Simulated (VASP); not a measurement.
# SiC (P6_3mc) in VASP: vibrations by perturbation theory with LDA

Aim: the vibrations by perturbation theory of SiC with LDA.

All numbers are computed with VASP 6.6.1; they aren't measurements. Logs are shortened: lines on timing, memory, paths and dates and some standing lists are left out, and cuts for length are marked.

## (1) The cell of the first run

The structure is hexagonal, space group P6_3mc (No. 186). The conventional cell has a = 3.076 Å, b = 3.076 Å, c = 5.048 Å, α = 90.00°, β = 90.00°, γ = 120.00°. Si (site symmetry 3m) has 4 C at 1.87 to 1.94 Å within 2.5 Å. C (site symmetry 3m) has 4 Si at 1.87 to 1.94 Å within 2.5 Å.

## (2) Vibrations by perturbation theory, LDA

INCAR reads:

```
PREC = Accurate ; ENCUT = 520
EDIFF = 1E-8 ; ISMEAR = 0
SIGMA = 0.05 ; LREAL = False
LASPH = True ; NELM = 100
ALGO = Normal ; ISIF = 2
LWAVE = False ; LCHARG = False
NBANDS = 16 ; IBRION = 8
NSW = 1
```

KPOINTS reads:

```
regular mesh
0
Gamma
  12 12 6
```

POSCAR reads:

```
SiC
1.0
    3.0759982064      0.0000000000      0.0000000000
   -1.5379991032      2.6638925888      0.0000000000
    0.0000000000      0.0000000000      5.0480000000
Si C
2 2
Direct
    0.3333333333      0.6666666667      0.0000000000
    0.6666666667      0.3333333333      0.5000000000
    0.3333333333      0.6666666667      0.3850000000
    0.6666666667      0.3333333333      0.8850000000
```

Potentials or basis: VASP PAW LDA potentials, release 64 (Si, C).

Launch:

```
> cat potpaw_LDA.64/Si/POTCAR potpaw_LDA.64/C/POTCAR > POTCAR
> mpirun -np 1 vasp_std > vasp.out
```

OUTCAR:

```text
PREC = Accurate
   ENCUT = 520
   EDIFF = 1E-8
   ISMEAR = 0
   LREAL = False
   LASPH = True
   NELM = 100
   ISIF = 2
   IBRION = 8
   NSW = 1

 ion  position               nearest neighbor table
   1  0.333  0.667  0.000-   4 1.87   4 1.87   4 1.87   3 1.94   2 3.09   2 3.09   2 3.09   2 3.09
                             2 3.09   2 3.09
   2  0.667  0.333  0.500-   3 1.87   3 1.87   3 1.87   4 1.94   1 3.09   1 3.09   1 3.09   1 3.09
                             1 3.09   1 3.09
   3  0.333  0.667  0.385-   2 1.87   2 1.87   2 1.87   1 1.94
   4  0.667  0.333  0.885-   1 1.87   1 1.87   1 1.87   2 1.94

  LATTYP: Found a hexagonal cell.
 ALAT       =     3.0759982064
 C/A-ratio  =     1.6410932846

  Lattice vectors:

 A1 = (   3.0759982064,   0.0000000000,   0.0000000000)
 A2 = (  -1.5379991032,   2.6638925888,   0.0000000000)
 A3 = (   0.0000000000,   0.0000000000,   5.0480000000)

Analysis of symmetry for initial positions (statically):
=====================================================================
 Subroutine PRICEL returns:
 Original cell was already a primitive cell.

 Routine SETGRP: Setting up the symmetry group for a
 hexagonal supercell.

 Subroutine GETGRP returns: Found 12 space group operations
 (whereof  6 operations were pure point group operations)
 out of a pool of 24 trial point group operations.

The static configuration has the point symmetry C_3v.
 The point group associated with its full space group is C_6v.

Analysis of symmetry for dynamics (positions and initial velocities):
=====================================================================
 Subroutine PRICEL returns:
 Original cell was already a primitive cell.

[... 657 lines left out ...]
  ---------------------------------------------------
  free  energy   TOTEN  =       -33.2325083997 eV

  energy  without entropy=      -33.2325083997  energy(sigma->0) =      -33.23250840

[... ionic steps 2 to 9 ...]

--------------------------------------- Ionic step       10  -------------------------------------------

------------------------ aborting loop because EDIFF is reached ----------------------------------------

[... ionic steps 11 to 11 ...]

--------------------------------------- Ionic step       12  -------------------------------------------

 Free energy of the ion-electron system (eV)
  ---------------------------------------------------
  ---------------------------------------------------
  free energy    TOTEN  =        -0.13402527 eV

  energy without entropy =       -0.13402527

------------------------ aborting loop because EDIFF is reached ----------------------------------------

 INTERNAL STRAIN TENSOR  FOR ION    3  DIRECTION 3   (eV/Angst):
 -----------------------------------------------------------------------------
     4.94112  0.00000 -0.00000
     0.00000  4.94112  0.00000
     0.00000  0.00000 -5.95589

 INTERNAL STRAIN TENSOR FOR ION    4 for displacements in x,y,z  (eV/Angst):
          X           Y           Z          XY          YZ          ZX
  --------------------------------------------------------------------------------
  x     0.00000     0.00000     0.00000    10.40748     0.00000     5.24172
  y    10.40748   -10.40748    -0.00000     0.00000     5.40180    -0.00000
  z     4.94112     4.94112    -5.95589     0.00000    -0.00000    -0.00000

 SECOND DERIVATIVES (NOT SYMMETRIZED)
 ------------------------------------
               1X          1Y          1Z          2X          2Y          2Z          3X          3Y          3Z          4X          4Y          4Z
  1X   -21.321360    0.000000    0.000000    0.548193    0.000000    0.000000    2.248512    0.000000    0.000000   18.524655    0.000000    0.000000
  1Y     0.000000  -21.321360    0.000000    0.000000    0.548193    0.000000   -0.000000    2.248512    0.000000    0.000000   18.524655    0.000000
  1Z     0.000000   -0.000000  -23.106487    0.000000    0.000000    8.896691    0.000000   -0.000000    5.663348    0.000000   -0.000000    8.546448
  2X     0.548193    0.000000    0.000000  -21.321360   -0.000000    0.000000   18.524655   -0.000000   -0.000000    2.248512    0.000000    0.000000
  2Y     0.000000    0.548193   -0.000000    0.000000  -21.321360    0.000000    0.000000   18.524655    0.000000   -0.000000    2.248512   -0.000000
  2Z     0.000000   -0.000000    8.896691    0.000000    0.000000  -23.106487    0.000000    0.000000    8.546448    0.000000    0.000000    5.663348
  3X     2.246694   -0.000000    0.000000   18.523826   -0.000000    0.000000  -20.870391    0.000000    0.000000    0.099871   -0.000000   -0.000000
  3Y     0.000000    2.246694    0.000000    0.000000   18.523826    0.000000    0.000000  -20.870391    0.000000    0.000000    0.099871    0.000000
  3Z    -0.000000    0.000000    5.616940    0.000000    0.000000    8.586692    0.000000   -0.000000  -20.519670    0.000000    0.000000    6.316038
  4X    18.523826   -0.000000    0.000000    2.246694    0.000000    0.000000    0.099871    0.000000    0.000000  -20.870391    0.000000    0.000000
  4Y    -0.000000   18.523826   -0.000000    0.000000    2.246694   -0.000000   -0.000000    0.099871   -0.000000    0.000000  -20.870391    0.000000
  4Z     0.000000    0.000000    8.586692    0.000000    0.000000    5.616940    0.000000    0.000000    6.316038   -0.000000    0.000000  -20.519670

 Eigenvectors and eigenvalues of the dynamical matrix
 ----------------------------------------------------

   1 f  =   24.564415 THz   154.342772 2PiTHz  819.380687 cm-1   101.590212 meV
             X         Y         Z           dx          dy          dz
     -0.000000  1.775928  0.000000     0.000000    0.387029    0.000000
      1.537999  0.887964  2.524000     0.000000    0.387029   -0.000000
     -0.000000  1.775928  1.943480    -0.000000   -0.591784    0.000000
      1.537999  0.887964  4.467480    -0.000000   -0.591784   -0.000000
[... 71 lines left out ...]
  12 f/i=    0.002019 THz     0.012686 2PiTHz    0.067346 cm-1     0.008350 meV
             X         Y         Z           dx          dy          dz
     -0.000000  1.775928  0.000000     0.000000   -0.000000    0.591757
      1.537999  0.887964  2.524000     0.000000   -0.000000    0.591757
     -0.000000  1.775928  1.943480     0.000000   -0.000000    0.387070
      1.537999  0.887964  4.467480     0.000000   -0.000000    0.387070

--------------------------------------------------------------------------------------------------------

 ELASTIC MODULI CONTR FROM IONIC RELAXATION (kBar)
 Direction    XX          YY          ZZ          XY          YZ          ZX
 --------------------------------------------------------------------------------
 XX        -533.4052    266.8656    160.6736     -0.0000     -0.0000      0.0000
 YY         266.8656   -533.4052    160.6736      0.0000      0.0000     -0.0000
 ZZ         160.6736    160.6736   -193.7124     -0.0000      0.0000     -0.0000
 XY          -0.0000      0.0000     -0.0000   -400.1354     -0.0000      0.0000
 YZ          -0.0000      0.0000      0.0000     -0.0000    -93.3264     -0.0000
 ZX           0.0000     -0.0000     -0.0000     -0.0000     -0.0000   -101.8060
 --------------------------------------------------------------------------------
```

OSZICAR:

```text
N       E                     dE             d eps       ncg     rms          rms(c)
DAV:   1     0.228805494167E+02    0.22881E+02   -0.71801E+03  2432   0.896E+02
DAV:   2    -0.347812611001E+02   -0.57662E+02   -0.52377E+02  3544   0.159E+02
DAV:   3    -0.373191740790E+02   -0.25379E+01   -0.25265E+01  3176   0.304E+01
DAV:   4    -0.373387960001E+02   -0.19622E-01   -0.19619E-01  2944   0.337E+00
[... 69 lines left out ...]
RMM:   9    -0.134025193284E+00    0.53878E-06    0.52020E-08  5800   0.135E-04    0.173E-05
RMM:  10    -0.134025252544E+00   -0.59260E-07   -0.31269E-08  5996   0.420E-05    0.894E-06
RMM:  11    -0.134025269756E+00   -0.17212E-07    0.49217E-08  5970   0.284E-05    0.107E-06
RMM:  12    -0.134025270236E+00   -0.48064E-09    0.73845E-10  5463   0.232E-05    0.471E-07
 Linear response finished
```

It took 9.6 min on 1 thread of Intel Xeon Platinum 8259CL at 2.50GHz (Skylake/Cascade Lake), shared host; peak memory 0.6 GiB.

What came out:

```yaml
Highest_phonon_frequency_at_Γ_LO-TO_splitting_left_out: 819 cm⁻¹
```

Phonon frequencies in cm⁻¹ (negative: imaginary):
| q point | frequencies |
| --- | --- |
| (0.000, 0.000, 0.000) | 0 0 0 262 262 551 678 783 786 786 819 819 |

Caveat: the cell stands under pressure or tension, which shifts response properties.
